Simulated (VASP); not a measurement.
# TiO2 (C2/m) in VASP: single point with LDA

Aim: the single point of TiO2 with LDA.

All numbers are computed with VASP 6.6.1; they aren't measurements. Logs are shortened: lines on timing, memory, paths and dates and some standing lists are left out, and cuts for length are marked.

## (1) The cell of the first run

The structure is monoclinic, space group C2/m (No. 12). The conventional cell has a = 6.596 Å, b = 6.399 Å, c = 2.960 Å, α = 90.00°, β = 92.41°, γ = 90.00°. Ti (site symmetry 2/m) has 6 O at 1.93 to 2.02 Å within 2.6 Å. Within 2.5 Å of Ti (site symmetry 2/m) lie 6 O at 1.92 to 2.00 Å. Within 2.6 Å of O (site symmetry m) lie 3 Ti at 1.92 to 2.02 Å and 1 O at 2.56 Å. Within 2.6 Å of O (site symmetry 2) lie 3 Ti at 1.93 to 1.96 Å and 1 O at 2.48 Å.

## (2) Single point, LDA (equal xy, yz and zx shear strains of +3 %)

File INCAR:

```
SYSTEM = TiO2
ALGO     = Normal         ! electronic algorithm
EDIFF    = 1E-7           ! SCF threshold, eV
ENCUT    = 520            ! plane-wave cutoff, eV
ISIF     = 2              ! what is computed and relaxed
ISMEAR   = -1             ! smearing method
LASPH    = .True.         ! aspherical terms in the spheres
LCHARG   = .True.         ! write CHGCAR
LELF     = .True.         ! ELF
LREAL    = .False.        ! projectors in reciprocal space
LVHAR    = .True.       
LWAVE    = .False.        ! write WAVECAR
NBANDS   = 33             ! bands
NELM     = 80             ! most SCF steps
PREC     = Accurate       ! precision mode
SIGMA    = 0.05           ! smearing width, eV
```

File KPOINTS:

```
k-points
0
Gamma
  7 7 10
  0 0 0
```

File POSCAR:

```
TiO2
1.0
    4.5940000000      0.0689100000      0.0689100000
    0.0689100000      4.5940000000      0.0689100000
    0.0443850000      0.0443850000      2.9590000000
Ti O
2 4
Direct
    0.0000000000      0.0000000000      0.0000000000
    0.5000000000      0.5000000000      0.5000000000
    0.3060000000      0.3060000000      0.0000000000
    0.1940000000      0.8060000000      0.5000000000
    0.6940000000      0.6940000000      0.0000000000
    0.8060000000      0.1940000000      0.5000000000
```

Potentials or basis: VASP PAW LDA potentials, release 64 (Ti_sv, O).

Command:

```
$ cat potpaw_LDA.64/Ti_sv/POTCAR potpaw_LDA.64/O/POTCAR > POTCAR
$ mpirun -np 1 vasp_std > vasp.out
```

OUTCAR:

```text
SYSTEM = TiO2
   EDIFF = 1E-7
   ENCUT = 520
   ISIF = 2
   ISMEAR = -1
   LASPH = .True.
   LREAL = .False.
   NELM = 80
   PREC = Accurate

 ion  position               nearest neighbor table
   1  0.000  0.000  0.000-   4 1.93   6 1.93   4 1.93   6 1.93   5 2.02   3 2.02
   2  0.500  0.500  0.500-   3 1.92   5 1.92   6 1.96   4 1.96   3 2.00   5 2.00
   3  0.306  0.306  0.000-   2 1.92   2 2.00   1 2.02
   4  0.194  0.806  0.500-   1 1.93   1 1.93   2 1.96
   5  0.694  0.694  0.000-   2 1.92   2 2.00   1 2.02
   6  0.806  0.194  0.500-   1 1.93   1 1.93   2 1.96

  LATTYP: Found a base centered monoclinic cell.
 ALAT       =     6.5957906038
 B/A-ratio  =     0.9702314754
 C/A-ratio  =     0.4487203852
 COS(beta)  =    -0.0420942467

  Lattice vectors:

 A1 = (  -4.5940000000,  -0.0689100000,  -0.0689100000)
 A2 = (  -0.0689100000,  -4.5940000000,  -0.0689100000)
 A3 = (   0.0443850000,   0.0443850000,   2.9590000000)

Analysis of symmetry for initial positions (statically):
=====================================================================
 Subroutine PRICEL returns:
 Original cell was already a primitive cell.

 Routine SETGRP: Setting up the symmetry group for a
 base centered monoclinic supercell.

 Subroutine GETGRP returns: Found  4 space group operations
 (whereof  4 operations were pure point group operations)
 out of a pool of  4 trial point group operations.

The static configuration has the point symmetry C_2h.

Analysis of symmetry for dynamics (positions and initial velocities):
=====================================================================
 Subroutine PRICEL returns:
 Original cell was already a primitive cell.

 Routine SETGRP: Setting up the symmetry group for a
 base centered monoclinic supercell.

 Subroutine GETGRP returns: Found  4 space group operations
 (whereof  4 operations were pure point group operations)
 out of a pool of  4 trial point group operations.

The dynamic configuration has the point symmetry C_2h.

 Subroutine INISYM returns: Found  4 space group operations
 (whereof  4 operations are pure point group operations),
 and found     1 'primitive' translations

----------------------------------------------------------------------------------------

                                     Primitive cell

  volume of cell :      62.4075

  direct lattice vectors                    reciprocal lattice vectors
     4.594000000  0.068910000  0.068910000     0.217771778 -0.003218302 -0.003218302
     0.068910000  4.594000000  0.068910000    -0.003218302  0.217771778 -0.003218302
     0.044385000  0.044385000  2.959000000    -0.004996580 -0.004996580  0.338101908

  length of vectors
     4.595033534  4.595033534  2.959665700     0.217819334  0.217819334  0.338175741

  position of ions in fractional coordinates (direct lattice)
     0.000000000  0.000000000  0.000000000
     0.500000000  0.500000000  0.500000000
     0.306000000  0.306000000  0.000000000
     0.194000000  0.806000000  0.500000000
     0.694000000  0.694000000  0.000000000
     0.806000000  0.194000000  0.500000000

  ion indices of the primitive-cell ions
   primitive index   ion index
                 1           1
                 2           2
                 3           3
                 4           4
                 5           5
                 6           6

----------------------------------------------------------------------------------------

 KPOINTS: k-points

Automatic generation of k-mesh.
 Grid dimensions read from file:
 generate k-points for:    7    7   10

 Generating k-lattice:

  Cartesian coordinates                     Fractional coordinates (reciprocal lattice)
     0.031110254 -0.000459757 -0.000459757     0.142857143  0.000000000  0.000000000
    -0.000459757  0.031110254 -0.000459757     0.000000000  0.142857143  0.000000000
    -0.000499658 -0.000499658  0.033810191     0.000000000  0.000000000  0.100000000

  Length of vectors
     0.031117048  0.031117048  0.033817574

  Shift w.r.t. Gamma in fractional coordinates (k-lattice)
     0.000000000  0.000000000  0.000000000

 Subroutine IBZKPT returns following result:
 ===========================================

 Found    144 irreducible k-points:

 Following reciprocal coordinates:
            Coordinates               Weight
  0.000000  0.000000  0.000000      1.000000
  0.142857 -0.000000 -0.000000      4.000000
  0.285714 -0.000000  0.000000      4.000000
  0.428571 -0.000000  0.000000      4.000000
  0.142857  0.142857  0.000000      2.000000
  0.285714  0.142857  0.000000      4.000000
[... 16 lines left out ...]
 -0.142857 -0.000000  0.100000      4.000000
  0.142857  0.142857  0.100000      2.000000
 [... further k-points ...]
   k-points           NKPTS =    144   k-points in BZ     NKDIM =    144   number of bands    NBANDS=     33
   number of dos      NEDOS =    301   number of ions     NIONS =      6
   total plane-waves  NPLWV =  31104
   dimension x,y,z NGX =    36 NGY =   36 NGZ =   24
   dimension x,y,z NGXF=    72 NGYF=   72 NGZF=   48
   ions per type =               2   4
   NGX,Y,Z   is equivalent  to a cutoff of  13.02, 13.02, 13.48 a.u.
   NGXF,Y,Z  is equivalent  to a cutoff of  26.05, 26.05, 26.96 a.u.
 SYSTEM =  TiO2
   PREC   = accura    normal or accurate (medium, high low for compatibility)
   ISTART =      0    job   : 0-new  1-cont  2-samecut
   ICHARG =      2    charge: 1-file 2-atom 10-const
   ISPIN  =      1    spin polarized calculation?
   LNONCOLLINEAR =      F non collinear calculations
   LSORBIT =      F    spin-orbit coupling
   LASPH  =      T    aspherical Exc in radial PAW
   ENCUT  =  520.0 eV  38.22 Ry    6.18 a.u.   8.54  8.54  5.50*2*pi/ulx,y,z
   NELM   =     80;   NELMIN=  2; NELMDL= -5     # of ELM steps
   EDIFF  = 0.1E-06   stopping-criterion for ELM
   LREAL  =      F    real-space projection
   EDIFFG = 0.1E-05   stopping-criterion for IOM
   NSW    =      0    number of steps for IOM
   IBRION =     -1    ionic relax: 0-MD 1-quasi-New 2-CG
   NFREE  =      0    steps in history (QN), initial steepest desc. (CG)
   ISIF   =      2    stress and relaxation
   ISYM   =      2    0-nonsym 1-usesym 2-fastsym
   POTIM  = 0.5000    time-step for ionic-motion
   TEBEG  =    0.0;   TEEND  =   0.0 temperature during run
   PSTRESS=    0.0 pullay stress
   NELECT =      48.0000    total number of electrons
   NUPDOWN=      -1.0000    fix difference up-down
   EMIN   =  10.00;   EMAX   =-10.00  energy-range for DOS
   EFERMI =   0.00;   METHOD = LEGACY
   ISMEAR =    -1;   SIGMA  =   0.05  broadening in eV -4-tet -1-fermi 0-gaus
   EFERMI_NEDOS =   21; number of points for ismear=-14 and -15
   IALGO  =     38    algorithm
   IMIX   =      4    mixing-type and parameters
     AMIX     =   0.40;   BMIX     =  1.00
     AMIX_MAG =   1.60;   BMIX_MAG =  1.00
  volume/ion in A,a.u.               =      10.40        70.19
  Fermi-wavevector in a.u.,A,eV,Ry     =   1.499949  2.834492 30.611009  2.249846
  Thomas-Fermi vector in A             =   2.611512
   LORBIT       =      0    0 simple, 1 ext, 2 COOP (PROOUT), +10 PAW based schemes
   GGA     = CA    functional components
   LHFCALC =     F    Hartree Fock is set to
   AEXX    =    0.0000 exact exchange contribution
   IVDW    =     0    specifies the selected vdW correction
   LEPSILON=     F    determine dielectric tensor
   LRPA    =     F    only Hartree local field effects (RPA)
 non-spin polarized calculation
  energy-cutoff  :      520.00
  volume of cell :       62.41
 maximum number of plane-waves:      1698
 NGX is ok and might be reduce to    36
   NGX = 17   NGY = 17   NGZ = 11

 number of electron      48.0000017 magnetization

 Free energy of the ion-electron system (eV)
  ---------------------------------------------------
  ext. energy  EPLUGINS =         0.00000000
  ---------------------------------------------------
  free energy    TOTEN  =       -58.65243698 eV

  energy without entropy =      -58.65243698  energy(sigma->0) =      -58.65243698

 E-fermi :   5.4174     XC(G=0): -11.9906

 val. band max:        4.5359475969   @ k =   0.0000   0.0000   0.0000
 cond. band min:       6.3638954439   @ k =   0.0000   0.0000   0.0000
 fundamental gap:      1.8279478470
 Fermi energy:         5.4173798907

 k-point     1 :       0.0000    0.0000    0.0000
  band No.  band energies     occupation
      1     -51.6708      2.00000
      2     -51.5352      2.00000
      3     -28.3953      2.00000
      4     -28.2871      2.00000
      5     -28.1799      2.00000
      6     -28.1383      2.00000
[... 25 lines left out ...]
     32      11.1370      0.00000
     33      11.3605      0.00000

 k-point     2 :       0.1429   -0.0000   -0.0000
  band No.  band energies     occupation
      1     -51.6706      2.00000
      2     -51.5353      2.00000
      3     -28.3891      2.00000
      4     -28.2811      2.00000
      5     -28.1795      2.00000
      6     -28.1453      2.00000
[... 25 lines left out ...]
     32      11.0813      0.00000
     33      11.2916      0.00000

 k-point     3 :       0.2857   -0.0000    0.0000
  band No.  band energies     occupation
      1     -51.6704      2.00000
      2     -51.5356      2.00000
      3     -28.3737      2.00000
      4     -28.2646      2.00000
      5     -28.1787      2.00000
      6     -28.1640      2.00000
[... 25 lines left out ...]
     32      10.9423      0.00000
     33      11.1293      0.00000

 k-point     4 :       0.4286   -0.0000    0.0000
  band No.  band energies     occupation
      1     -51.6701      2.00000
      2     -51.5358      2.00000
      3     -28.3592      2.00000
      4     -28.2449      2.00000
      5     -28.1856      2.00000
      6     -28.1781      2.00000
[... 673 lines left out ...]
     32      10.7920      0.00000
     33      10.9370      0.00000

 k-point    23 :      -0.1429   -0.0000    0.1000
  band No.  band energies     occupation
      1     -51.6664      2.00000
      2     -51.5314      2.00000
      3     -28.3769      2.00000
      4     -28.2710      2.00000
      5     -28.2287      2.00000
      6     -28.1433      2.00000
[... 25 lines left out ...]
     32      10.9385      0.00000
     33      11.0945      0.00000

 k-point    24 :       0.1429    0.1429    0.1000
  band No.  band energies     occupation
      1     -51.6663      2.00000
      2     -51.5314      2.00000
      3     -28.3841      2.00000
      4     -28.2629      2.00000
      5     -28.2247      2.00000
      6     -28.1550      2.00000
[... 25 lines left out ...]
     32      10.6581      0.00000
     33      11.1825      0.00000

 [... further k-points ...]

------------------------ aborting loop because EDIFF is reached ----------------------------------------

  FORCE on cell =-STRESS in cart. coord.  units (eV):
  Direction    XX          YY          ZZ          XY          YZ          ZX
  --------------------------------------------------------------------------------------
  -------------------------------------------------------------------------------------
  Total       -2.0206613     -2.0206613     -3.0746319     -2.4925100     -1.6283640     -1.6283638
  in kB      -51.8761185    -51.8761185    -78.9345394    -63.9898158    -41.8047327    -41.8047268
  external PRESSURE =     -60.8955922 kB  Pullay stress =       0.0000000 kB

 VOLUME and BASIS-vectors are now :
 -----------------------------------------------------------------------------
  energy-cutoff  :      520.00
  volume of cell :       62.41
      direct lattice vectors                 reciprocal lattice vectors
     4.594000000  0.068910000  0.068910000     0.217771778 -0.003218302 -0.003218302
     0.068910000  4.594000000  0.068910000    -0.003218302  0.217771778 -0.003218302
     0.044385000  0.044385000  2.959000000    -0.004996580 -0.004996580  0.338101908

 POSITION                                       TOTAL-FORCE (eV/Angst)
 -----------------------------------------------------------------------------------
      0.00000      0.00000      0.00000         0.000000      0.000000     -0.000000
      2.35365      2.35365      1.54841         0.000000      0.000000     -0.000000
      1.42685      1.42685      0.04217        -0.145778     -0.145778      0.273455
      0.96897      3.73833      1.54841         0.061345     -0.061345     -0.000000
      3.23606      3.23606      0.09565         0.145778      0.145778     -0.273455
      3.73833      0.96897      1.54841        -0.061345      0.061345      0.000000
 -----------------------------------------------------------------------------------
    total drift:                               -0.000000      0.000000      0.000000

  FREE ENERGIE OF THE ION-ELECTRON SYSTEM (eV)
  ---------------------------------------------------
  free  energy   TOTEN  =       -58.6524369768 eV

  energy  without entropy=      -58.6524369760  energy(sigma->0) =      -58.65243698
```

It took 2 min on 1 thread of Intel Xeon 6975P-C (Granite Rapids), shared host; peak memory 0.32 GiB.

What came out:

```
Free energy            : -58.6524 eV
Pressure               : -6.1 GPa
Largest force          : 0.342 eV/Å
Band gap on the k mesh : 1.83 eV
```

Forces in eV/Å, atoms in the order of the input:
```
Ti   0.000  0.000  0.000
Ti   0.000  0.000  0.000
O   -0.146 -0.146  0.273
O    0.061 -0.061  0.000
O    0.146  0.146 -0.273
O   -0.061  0.061  0.000
```

Stress tensor (GPa, compression positive):
```
-5.19 -6.40 -4.18
-6.40 -5.19 -4.18
-4.18 -4.18 -7.89
```

Levels at points of the mesh, in eV from the valence-band top:
```tsv
k point	band 22	band 23	band 24	band 25	band 26	band 27
(0.00, 0.00, 0.00)	-0.41	-0.37	0.00	1.83	2.14	2.37
(0.00, 0.00, 0.50)	-2.31	-1.54	-1.28	2.83	2.99	3.00
```

Caveat: the cell differs from its parent crystal (equal xy, yz and zx shear strains of +3 %); the cell stands under tension. A k mesh can miss the band edges.
